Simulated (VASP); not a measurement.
# K in VASP: further runs, part 2 of 2

VASP 6.6.1. Earlier steps stand in the parts before.

**3. Single point, PBEsol (89.08 Å³/atom)**

This run uses another cell than the first one, of 89.08 Å³/atom.

The input, INCAR:

```
SYSTEM = K
  PREC = Accurate
  ENCUT = 520
  EDIFF = 1E-6
  ISMEAR = 0
  SIGMA = 0.1
  LREAL = .FALSE.
  LASPH = .TRUE.
  NELM = 60
  ALGO = Fast
  ISIF = 2
  LWAVE = .FALSE.
  LCHARG = .FALSE.
  GGA = PS
  NBANDS = 30
```

The input, KPOINTS:

```
Automatic mesh
0
G
  6 6 4
  0 0 0
```

The input, POSCAR:

```
K
1.0
    4.4028032853     -4.3963040574      0.0000000000
    4.4028032853      4.3963040574      0.0000000000
    0.0000000000      0.0000000000     11.5052715801
K
5
Direct
    0.5000000000      0.0000000000      0.3092481955
    0.0000000000      0.5000000000      0.6907518045
    0.0000000000      0.5000000000      0.3092481955
    0.5000000000      0.0000000000      0.6907518045
    0.0000000000      0.0000000000      0.0000000000
```

Potentials or basis: VASP PAW PBE potentials, release 64 (K_sv).

The run is started by

```
$ cat potpaw_PBE.64/K_sv/POTCAR > POTCAR
$ mpirun -np 1 vasp_std > vasp.out
```

Wall time 11 min (1 thread of Intel Xeon Platinum 8488C (Sapphire Rapids), shared host); peak memory 0.69 GiB.

It converged, with:

| Property | Result |
| --- | --- |
| Free energy | -5.0601 eV |
| Pressure | -0.2 GPa |
| Band gap on the k mesh | zero (an odd number of electrons rules out a gap without spin polarisation) |

Levels at points of the mesh, in eV from the Fermi level:
```csv
k point,band 20,band 21,band 22,band 23,band 24,band 25
"(0.00, 0.00, 0.00)",-15.75,-1.96,-0.90,-0.51,1.17,1.80
"(0.50, 0.00, 0.00)",-15.75,-1.00,-0.80,0.05,0.20,0.27
"(0.50, 0.50, 0.00)",-15.74,-0.03,0.01,0.02,0.27,0.86
"(0.00, 0.00, 0.50)",-15.75,-1.73,-1.55,0.62,0.69,1.33
"(0.50, 0.00, 0.50)",-15.75,-0.71,-0.70,-0.66,-0.33,1.27
"(0.50, 0.50, 0.50)",-15.74,0.14,0.19,0.19,0.28,0.38
```

Caveat: the PAW data sets were made with another functional, which shifts forces and pressure a little.

**4. Single point, PBEsol**

This run uses another cell than the first one, of 80.98 Å³/atom.

The input, INCAR:

```
SYSTEM = K
ALGO = Fast ; EDIFF = 1E-7
ENCUT = 520 ; GGA = PS
ISIF = 2 ; ISMEAR = 0
LASPH = .TRUE. ; LCHARG = .TRUE.
LELF = .TRUE. ; LREAL = .FALSE.
LVHAR = .TRUE. ; LWAVE = .FALSE.
NBANDS = 30 ; NELM = 100
PREC = Accurate ; SIGMA = 0.1
```

The input, KPOINTS:

```
k-points
0
G
  6 6 4
  0 0 0
```

POSCAR: that of step 3 with these lines changed.

```diff
@@ -2,5 +2,5 @@
 1.0
-    4.4028032853     -4.3963040574      0.0000000000
-    4.4028032853      4.3963040574      0.0000000000
-    0.0000000000      0.0000000000     11.5052715801
+    4.2651245717     -4.2588285791      0.0000000000
+    4.2651245717      4.2588285791      0.0000000000
+    0.0000000000      0.0000000000     11.1454937549
 K
```

The run is started by

```
$ cat potpaw_PBE.64/K_sv/POTCAR > POTCAR
$ mpirun -np 1 vasp_std > vasp.out
```

Run time: 13 min. Hardware: 1 thread of Intel Xeon Platinum 8375C at 2.90GHz (Ice Lake), shared host; peak memory 0.64 GiB.

Results (log left out):

| Item | Value |
| --- | --- |
| Free energy | -5.0893 eV |
| Pressure | 0.0 GPa |
| Band gap on the k mesh | zero (an odd number of electrons rules out a gap without spin polarisation) |

Levels at points of the mesh, in eV from the Fermi level:
```csv
k point,band 19,band 20,band 21,band 22,band 23,band 24,band 25,band 26
"(0.00, 0.00, 0.00)",-15.70,-15.70,-2.09,-0.94,-0.56,1.10,1.78,1.86
"(0.50, 0.00, 0.00)",-15.72,-15.70,-1.05,-0.85,0.08,0.23,0.27,0.44
"(0.50, 0.50, 0.00)",-15.69,-15.69,-0.02,0.03,0.03,0.26,0.88,0.93
"(0.00, 0.00, 0.50)",-15.70,-15.70,-1.83,-1.65,0.63,0.73,1.27,1.55
"(0.50, 0.00, 0.50)",-15.71,-15.70,-0.74,-0.72,-0.69,-0.36,1.32,1.38
"(0.50, 0.50, 0.50)",-15.69,-15.69,0.17,0.22,0.23,0.29,0.38,0.50
```

Caveat: the PAW data sets were made with another functional, which shifts forces and pressure a little.

**5. Single point, PBEsol**

This run uses another cell than the first one, of 80.98 Å³/atom.

The input, INCAR:

```
PREC     = Accurate       # precision mode
ENCUT    = 520            # plane-wave cutoff, eV
EDIFF    = 1E-6           # SCF threshold, eV
ISMEAR   = 0              # smearing method
SIGMA    = 0.1            # smearing width, eV
LREAL    = False          # projectors in reciprocal space
LASPH    = True           # aspherical terms in the spheres
NELM     = 100            # most SCF steps
ALGO     = Fast           # electronic algorithm
ISIF     = 2              # what is computed and relaxed
LWAVE    = False          # write WAVECAR
LCHARG   = False          # write CHGCAR
GGA      = PS             # functional
NBANDS   = 30             # bands
```

The input, KPOINTS:

```
regular mesh
0
Gamma
  6 6 4
```

POSCAR is that of step 4.

The run is started by

```
$ cat potpaw_PBE.64/K_sv/POTCAR > POTCAR
$ mpirun -np 1 vasp_std > vasp.out
```

Run time: 10 min. Hardware: 1 thread of Intel Xeon Platinum 8375C at 2.90GHz (Ice Lake), shared host; peak memory 0.64 GiB.

Results (log left out):

| Property | Result |
| --- | --- |
| Free energy | -5.0893 eV |
| Pressure | 0.0 GPa |
| Band gap on the k mesh | zero (an odd number of electrons rules out a gap without spin polarisation) |

Levels at points of the mesh, in eV from the Fermi level:
```csv
k point,band 20,band 21,band 22,band 23,band 24,band 25
"(0.00, 0.00, 0.00)",-15.70,-2.09,-0.94,-0.56,1.10,1.78
"(0.50, 0.00, 0.00)",-15.70,-1.05,-0.85,0.08,0.23,0.27
"(0.50, 0.50, 0.00)",-15.69,-0.02,0.03,0.03,0.26,0.88
"(0.00, 0.00, 0.50)",-15.70,-1.83,-1.65,0.63,0.73,1.27
"(0.50, 0.00, 0.50)",-15.70,-0.74,-0.72,-0.69,-0.36,1.32
"(0.50, 0.50, 0.50)",-15.69,0.17,0.22,0.23,0.29,0.38
```

Caveat: the PAW data sets were made with another functional, which shifts forces and pressure a little.

**6. Relaxation of cell and atoms, PBEsol, target pressure 60 GPa, at which the enthalpy is minimised**

This run uses another cell than the first one, of 17.55 Å³/atom.

The input, INCAR:

```
  PREC = Accurate
  ENCUT = 600
  EDIFF = 1E-6
  ISMEAR = 0
  SIGMA = 0.1
  LREAL = F
  LASPH = T
  NELM = 60
  ALGO = Fast
  ISIF = 3
  LWAVE = F
  LCHARG = F
  GGA = PS
  IBRION = 2
  NSW = 70
  EDIFFG = -0.008
  PSTRESS = 600.0
```

The input, KPOINTS:

```
Automatic mesh
0
Gamma
  10 10 6
```

The input, POSCAR:

```
K
1.0
    2.6596739386     -2.6596739386      0.0000000000
    2.6596739386      2.6596739386      0.0000000000
    0.0000000000      0.0000000000      6.2022537807
K
5
Direct
    0.5000000000      0.0000000000      0.2928930496
    0.0000000000      0.5000000000      0.7071069504
    0.0000000000      0.5000000000      0.2928930496
    0.5000000000      0.0000000000      0.7071069504
    0.0000000000      0.0000000000      0.0000000000
```

Potentials or basis: VASP PAW PBE potentials, release 64 (K_sv).

The run is started by

```
$ cat potpaw_PBE.64/K_sv/POTCAR > POTCAR
$ mpirun -np 1 vasp_std > vasp.out
```

Wall time 59 min (1 thread of Intel Xeon Platinum 8375C at 2.90GHz (Ice Lake), shared host); peak memory 0.34 GiB.

Results (log left out):

| Property | Result |
| --- | --- |
| Free energy | 12.6428 eV |
| Relaxed volume | 14.62 Å³/atom |
| Relaxed cell | a = 3.436 Å, b = 3.436 Å, c = 6.192 Å, α = 90.00°, β = 90.00°, γ = 90.00° |
| Space group after relaxing (to 0.1 Å) | P4/mmm (No. 123) |
| Energy change on relaxing (the run minimises the enthalpy) | +856.5 meV/atom |
| Ionic steps | 12 |
| Pressure after relaxing | 60.0 GPa |
| Largest force after relaxing | 0.004 eV/Å |
| Band gap on the k mesh | zero (an odd number of electrons rules out a gap without spin polarisation) |

Forces on the atoms (eV/Å):
```
K    0.000  0.000 -0.004
K    0.000  0.000  0.004
K    0.000  0.000 -0.004
K    0.000  0.000  0.004
K    0.000  0.000  0.000
```

The path:
```tsv
step	energy change (eV)	largest force (eV/Å)	pressure (GPa)	volume (Å³)
1	0.0000	0.0594	37.88	87.75
2	11.1673	0.5653	116.30	60.43
3	3.8232	0.2104	59.27	74.73
4	3.9299	0.2132	60.00	74.44
5	4.0243	0.2174	60.60	74.19
6	4.1302	0.2961	60.36	73.70
7	4.3454	0.3907	60.76	73.00
8	4.3773	0.4011	60.89	72.92
9	4.0648	0.0271	58.56	73.71
10	4.1238	0.0569	58.98	73.55
11	4.4760	0.0840	61.20	72.61
12	4.2823	0.0044	59.97	73.12
```

Final structure:
```cif
data_structure
_symmetry_space_group_name_H-M 'P 1'
_symmetry_Int_Tables_number 1
_cell_length_a 3.4364
_cell_length_b 3.4364
_cell_length_c 6.1919
_cell_angle_alpha 90.000
_cell_angle_beta 90.000
_cell_angle_gamma 90.000
_cell_volume 73.12
loop_
_atom_site_label
_atom_site_type_symbol
_atom_site_fract_x
_atom_site_fract_y
_atom_site_fract_z
_atom_site_occupancy
K1 K 0.50000 0.00000 0.30081 1
K2 K 0.00000 0.50000 0.69919 1
K3 K 0.00000 0.50000 0.30081 1
K4 K 0.50000 0.00000 0.69919 1
K5 K 0.00000 0.00000 0.00000 1
```

Levels at points of the mesh, in eV from the Fermi level:
| k point | band 21 | band 22 | band 23 | band 24 | band 25 | band 26 |
| --- | --- | --- | --- | --- | --- | --- |
| (0.00, 0.00, 0.00) | -4.21 | -1.68 | -1.26 | -0.36 | 0.47 | 0.85 |
| (0.50, 0.00, 0.00) | -0.60 | -0.13 | 0.53 | 0.54 | 1.54 | 2.38 |
| (0.50, 0.50, 0.00) | -3.79 | -1.87 | 1.80 | 2.58 | 2.58 | 2.83 |
| (0.00, 0.00, 0.50) | -3.34 | -2.82 | -0.19 | -0.19 | 0.07 | 0.08 |
| (0.50, 0.00, 0.50) | 0.38 | 0.43 | 0.51 | 0.51 | 1.42 | 2.31 |
| (0.50, 0.50, 0.50) | -2.31 | -2.00 | -0.95 | 2.27 | 2.27 | 2.40 |

Caveat: the cell is relaxed towards a set pressure, so the run minimises the enthalpy, not the energy; the volume moved by over 15 % at a fixed basis, so the end points are rough; the PAW data sets were made with another functional, which shifts forces and pressure a little.

**7. Overview**

```csv
task,cell,k mesh,cutoff (eV),gap on the mesh (eV),pressure (GPa)
single point,"a = 6.146, b = 6.146, c = 11.364 Å, angles 90.0, 90.0, 89.9°, 5 atoms, atomic positions A",6 × 6 × 4,520,none,-0.2
single point,"a = 6.222, b = 6.222, c = 11.505 Å, angles 90.0, 90.0, 89.9°, 5 atoms, atomic positions A",6 × 6 × 4,520,none,-0.2
single point,"a = 6.027, b = 6.027, c = 11.145 Å, angles 90.0, 90.0, 89.9°, 5 atoms, atomic positions A",6 × 6 × 4,520,none,0.0
relaxation of cell and atoms,"relaxed to 60 GPa from a = 3.761, b = 3.761, c = 6.202 Å, 5 atoms, atomic positions B",10 × 10 × 6,600,none,60.0
```

Alike in all rows: level PBEsol; potentials or basis VASP PAW PBE potentials, release 64 (K_sv); no spin polarisation; smearing gaussian 0.1 eV.

Caveats: the PAW data sets were made with another functional, which shifts forces and pressure a little; the cell is relaxed towards a set pressure, so the run minimises the enthalpy, not the energy (at least some runs); the volume moved by over 15 % at a fixed basis, so the end points are rough (at least some runs).

Absolute energies hang on the potentials; compare differences alone.
